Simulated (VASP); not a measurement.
# In (P6_3/mmc) in VASP: notebook, part 2 of 2

VASP 6.6.1.

## Step 4: Single point, PBE

This run uses another cell than the first one, of 27.66 Å³/atom, 1.058 times its volume.

INCAR reads:

```
PREC     = Accurate       # precision mode
ENCUT    = 500            # plane-wave cutoff, eV
EDIFF    = 1E-6           # SCF threshold, eV
ISMEAR   = -1             # smearing method
SIGMA    = 0.1            # smearing width, eV
LREAL    = False          # projectors in reciprocal space
LASPH    = True           # aspherical terms in the spheres
NELM     = 120            # most SCF steps
ALGO     = Normal         # electronic algorithm
ISIF     = 2              # what is computed and relaxed
LWAVE    = False          # write WAVECAR
LCHARG   = False          # write CHGCAR
GGA      = PE             # functional
NBANDS   = 20             # bands
GGA_COMPAT= False
```

KPOINTS reads:

```
Automatic mesh
0
Gamma
  6 6 3
```

POSCAR reads:

```
In
1.0
    3.4000640862      0.0000000000      0.0000000000
   -1.7000320431      2.9445418731      0.0000000000
    0.0000000000      0.0000000000      5.5260130095
In
2
Direct
    0.3333333333      0.6666666667      0.2500000000
    0.6666666667      0.3333333333      0.7500000000
```

Potentials or basis: VASP PAW PBE potentials, release 64 (In_d).

Started as:

```
cat potpaw_PBE.64/In_d/POTCAR > POTCAR
mpirun -np 1 vasp_std > vasp.out
```

OUTCAR:

```text
PREC = Accurate
   ENCUT = 500
   EDIFF = 1E-6
   ISMEAR = -1
   LREAL = False
   LASPH = True
   NELM = 120
   ISIF = 2
   GGA = PE

 ion  position               nearest neighbor table
   1  0.333  0.667  0.250-   2 3.39   2 3.39   2 3.39   2 3.39   2 3.39   2 3.39
   2  0.667  0.333  0.750-   1 3.39   1 3.39   1 3.39   1 3.39   1 3.39   1 3.39

  LATTYP: Found a hexagonal cell.
 ALAT       =     3.4000640862
 C/A-ratio  =     1.6252673095

  Lattice vectors:

 A1 = (   3.4000640862,   0.0000000000,   0.0000000000)
 A2 = (  -1.7000320431,   2.9445418731,   0.0000000000)
 A3 = (   0.0000000000,   0.0000000000,   5.5260130095)

Analysis of symmetry for initial positions (statically):
=====================================================================
 Subroutine PRICEL returns:
 Original cell was already a primitive cell.

 Routine SETGRP: Setting up the symmetry group for a
 hexagonal supercell.

 Subroutine GETGRP returns: Found 24 space group operations
 (whereof 12 operations were pure point group operations)
 out of a pool of 24 trial point group operations.

The static configuration has the point symmetry D_3d.
 The point group associated with its full space group is D_6h.

Analysis of symmetry for dynamics (positions and initial velocities):
=====================================================================
 Subroutine PRICEL returns:
 Original cell was already a primitive cell.

 Routine SETGRP: Setting up the symmetry group for a
 hexagonal supercell.

 Subroutine GETGRP returns: Found 24 space group operations
 (whereof 12 operations were pure point group operations)
 out of a pool of 24 trial point group operations.

The dynamic configuration has the point symmetry D_3d.
 The point group associated with its full space group is D_6h.

 Subroutine INISYM returns: Found 24 space group operations
 (whereof 12 operations are pure point group operations),
[... 99 lines left out ...]
   EFERMI =   0.00;   METHOD = LEGACY
   ISMEAR =    -1;   SIGMA  =   0.10  broadening in eV -4-tet -1-fermi 0-gaus
   EFERMI_NEDOS =   21; number of points for ismear=-14 and -15
   IALGO  =     38    algorithm
   IMIX   =      4    mixing-type and parameters
     AMIX     =   0.40;   BMIX     =  1.00
     AMIX_MAG =   1.60;   BMIX_MAG =  1.00
  volume/ion in A,a.u.               =      27.66       186.67
  Fermi-wavevector in a.u.,A,eV,Ry     =   1.272801  2.405244 22.041728  1.620021
  Thomas-Fermi vector in A             =   2.405659
   LORBIT       =      0    0 simple, 1 ext, 2 COOP (PROOUT), +10 PAW based schemes
   GGA     = PE    functional components
   LHFCALC =     F    Hartree Fock is set to
   AEXX    =    0.0000 exact exchange contribution
   IVDW    =     0    specifies the selected vdW correction
   LEPSILON=     F    determine dielectric tensor
   LRPA    =     F    only Hartree local field effects (RPA)
 non-spin polarized calculation
  energy-cutoff  :      500.00
  volume of cell :       55.32
 maximum number of plane-waves:      1436
 NGX is ok and might be reduce to    28
   NGX = 13   NGY = 13   NGZ = 21

 number of electron      25.9999996 magnetization

 Free energy of the ion-electron system (eV)
  ---------------------------------------------------
  ext. energy  EPLUGINS =         0.00000000
  ---------------------------------------------------
  free energy    TOTEN  =        -5.12822752 eV

  energy without entropy =       -5.08043059  energy(sigma->0) =       -5.10432906

 E-fermi :   6.9582     XC(G=0):  -9.9911

 val. band max:        6.8260343185   @ k =   0.3333  -0.0000   0.3333
 cond. band min:       6.9880241192   @ k =   0.5000   0.0000   0.0000
 fundamental gap:      0.1619898007
 Fermi energy:         6.9582144483

 k-point     1 :       0.0000    0.0000    0.0000
  band No.  band energies     occupation
      1      -7.7272      2.00000
      2      -7.6766      2.00000
      3      -7.6354      2.00000
      4      -7.6354      2.00000
      5      -7.6107      2.00000
      6      -7.6107      2.00000
[... 311 lines left out ...]
     19      15.0458      0.00000
     20      19.1506      0.00000

------------------------ aborting loop because EDIFF is reached ----------------------------------------

  FORCE on cell =-STRESS in cart. coord.  units (eV):
  Direction    XX          YY          ZZ          XY          YZ          ZX
  --------------------------------------------------------------------------------------
  -------------------------------------------------------------------------------------
  Total        0.3618065      0.3618065     -0.6627186      0.0000000     -0.0000000      0.0000000
  in kB       10.4778026     10.4778026    -19.1921231      0.0000000     -0.0000000      0.0000000
  external PRESSURE =       0.5878274 kB  Pullay stress =       0.0000000 kB

 VOLUME and BASIS-vectors are now :
 -----------------------------------------------------------------------------
  energy-cutoff  :      500.00
  volume of cell :       55.32
      direct lattice vectors                 reciprocal lattice vectors
     3.400064086  0.000000000  0.000000000     0.294112103  0.169805702  0.000000000
    -1.700032043  2.944541873  0.000000000     0.000000000  0.339611404  0.000000000
     0.000000000  0.000000000  5.526013009     0.000000000  0.000000000  0.180962296

 POSITION                                       TOTAL-FORCE (eV/Angst)
 -----------------------------------------------------------------------------------
     -0.00000      1.96303      1.38150        -0.000000      0.000000      0.000000
      1.70003      0.98151      4.14451         0.000000     -0.000000      0.000000
 -----------------------------------------------------------------------------------
    total drift:                               -0.000000      0.000000      0.000000

  FREE ENERGIE OF THE ION-ELECTRON SYSTEM (eV)
  ---------------------------------------------------
  free  energy   TOTEN  =        -5.1282275185 eV

  energy  without entropy=       -5.0804305937  energy(sigma->0) =       -5.10432906
```

stdout:

```text
POSCAR found type information on POSCAR In
 POSCAR found :  1 types and       2 ions
 scaLAPACK will be used
 LDA part: xc-table for (Slater+PW92), standard interpolation
 POSCAR, INCAR and KPOINTS ok, starting setup
 FFT: planning ... GRIDC
 FFT: planning ... GRID_SOFT
 FFT: planning ... GRID
 WAVECAR not read
 entering main loop
```

It took 15 s on 1 thread of Intel Xeon Platinum 8488C (Sapphire Rapids), shared host; peak memory 0.17 GiB.

What came out:

```
Free energy            : -5.1282 eV
Pressure               : 0.1 GPa
Band gap on the k mesh : zero (band 13 reaches 8.44 eV, above the bottom of band 14 at 5.40 eV)
```

Stress tensor (GPa, compression positive):
```
 1.05  0.00  0.00
 0.00  1.05  0.00
 0.00  0.00 -1.92
```

Caveat: the k points lie up to 0.38 Å⁻¹ apart; spin-orbit coupling is left out, which moves the levels of the heavy elements.

## Step 5: Overview

```tsv
task	cell	k mesh	cutoff (eV)	gap on the mesh (eV)	pressure (GPa)
relaxation of cell and atoms	relaxed from a = 3.331, b = 3.331, c = 5.440 Å, angles 90.0, 90.0, 120.0°, 2 atoms	11 × 11 × 6	600	none	0.0
single point	a = 3.400, b = 3.400, c = 5.526 Å, angles 90.0, 90.0, 120.0°, 2 atoms	17 × 17 × 10	520	none	0.0
single point	a = 3.400, b = 3.400, c = 5.526 Å, angles 90.0, 90.0, 120.0°, 2 atoms	6 × 6 × 3	500	none	0.1
```

Alike in all rows: level PBE; potentials or basis VASP PAW PBE potentials, release 64 (In_d); no spin polarisation; smearing fermi-dirac 0.1 eV.

Caveats: some runs use coarse meshes; spin-orbit coupling is left out, which moves the levels of the heavy elements.

Absolute energies hang on the potentials; compare differences alone.
